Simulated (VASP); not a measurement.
Tl, 1 atom in the cell. The structure is cubic, space group Im-3m (No. 229). The conventional cell has a = 3.912 Å, b = 3.912 Å, c = 3.912 Å, α = 90.00°, β = 90.00°, γ = 90.00°. Within 4.5 Å of Tl (site symmetry m-3m) lie 14 Tl at 3.39 to 3.91 Å. This isn't the form of Tl at room conditions, which is hcp.

* Program: VASP 6.6.1
* Task: single point
* Functional: r2SCAN50
* Dispersion: D4
* Potentials or basis: VASP PAW PBE potentials, release 64 (Tl_d)
* Cutoff: 440 eV
* k mesh: 6 × 6 × 6
* Occupations: fermi-dirac, width 0.1 eV
* Spin: no spin polarisation
* Dipole correction: no
* Grid for exact exchange (PRECFOCK): Normal
* Further INCAR settings: ALGO = Normal; EDIFF = 1e-06; NBANDS = 12
* Share of exact exchange: 0.5

Potentials or basis: VASP PAW PBE potentials, release 64 (Tl_d).

Launch:

```bash
$ cat potpaw_PBE.64/Tl_d/POTCAR > POTCAR
$ cp INCAR.step1 INCAR
$ mpirun -np 1 vasp_std > vasp.out
$ cp INCAR.step2 INCAR
$ mpirun -np 1 vasp_std > vasp.out
```

Hardware: 1 thread of Intel(R) Xeon(R) Platinum 8375C CPU @ 2.90GHz (Ice Lake), on a shared host.

Question: How long does it take, and how much memory?

Answer: Wall time 9.2 min on 1 thread of Intel(R) Xeon(R) Platinum 8375C CPU @ 2.90GHz (Ice Lake) (shared host), peak memory 0.16 GiB. Counts: k points 16.
